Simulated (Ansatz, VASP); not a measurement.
# Two plane-wave programs on NaTaO

```
Na Ta O
1.0
     2.27504   -2.31312    0.38593
     2.27504    2.31312    0.38593
    -0.68119    0.00000    4.01207
Na Ta O
1 1 1
Direct
  0.00000 0.00000 0.00000
  0.50000 0.50000 0.50000
  0.50000 0.50000 0.00000
```

Alike in both runs: functional PBE; k mesh 7 × 7 × 3; occupations gaussian, width 0.2 eV; no spin polarisation.

Ansatz relaxed the structure, and its values are those at the end. VASP's run is a single point on that final structure, the one shown.

```csv
,VASP,Ansatz
version,VASP 6.6.1,Ansatz 0.2.0
potentials or method,"VASP PAW PBE potentials, release 64 (Na_pv, Ta_pv, O), cutoff 600 eV","scalar-relativistic, plane waves, PAW"
valence electrons in the cell,24,28
```

Ansatz gave:

| Item | Value |
| --- | --- |
| gap on the k mesh at the Fermi level (eV) | none |
| pressure (GPa) | 0.3 |

**Question.** What did VASP give for the same quantities?

**Answer.** gap on the k mesh at the Fermi level (eV): none; pressure (GPa): 0.4.

A gap of «none» marks a metal or a gap that the smearing closes. VASP's potentials hold 24 valence electrons a cell and Ansatz's 28, so a difference there can come from the potentials and not from the codes.

The k mesh is coarse, so the values compare programs but aren't converged. Neither program's run includes spin-orbit coupling.
